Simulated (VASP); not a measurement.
A run of VASP 6.6.1:

INCAR

```
SYSTEM = Na3Cl2
ALGO = Normal
EDIFF = 1E-7
ENCUT = 520
ISIF = 2
ISMEAR = -1
LASPH = .True.
LCHARG = .False.
LREAL = .False.
LWAVE = .False.
NBANDS = 26
NELM = 100
PREC = Accurate
SIGMA = 0.05
```

The input KPOINTS:

```
k-points
0
Gamma
  8 8 8
  0 0 0
```

The input POSCAR:

```
Na3Cl2
1.0
    1.7599510000    -10.1702560000      0.0000000000
    1.7599510000     10.1702560000      0.0000000000
    0.0000000000      0.0000000000      3.5276360000
Cl Na
2 3
Direct
    0.0865980000      0.9134020000      0.5000000000
    0.9134020000      0.0865980000      0.5000000000
    0.6689890000      0.3310110000      0.0000000000
    0.3310110000      0.6689890000      0.0000000000
    0.5000000000      0.5000000000      0.0000000000
```

Potentials or basis: VASP PAW LDA potentials, release 64 (Cl, Na_pv).

Command:

```sh
$ cat potpaw_LDA.64/Cl/POTCAR potpaw_LDA.64/Na_pv/POTCAR > POTCAR
$ mpirun -np 1 vasp_std > vasp.out
```

Hardware: 1 thread of Intel Xeon 8259CL, with other jobs on the host.

Q: Estimate the wall time of this run.

A: It took 22 min on 1 thread of Intel Xeon 8259CL, with other jobs on the host, peak memory 0.43 GiB. Counts: scf iterations 13, k points 105.
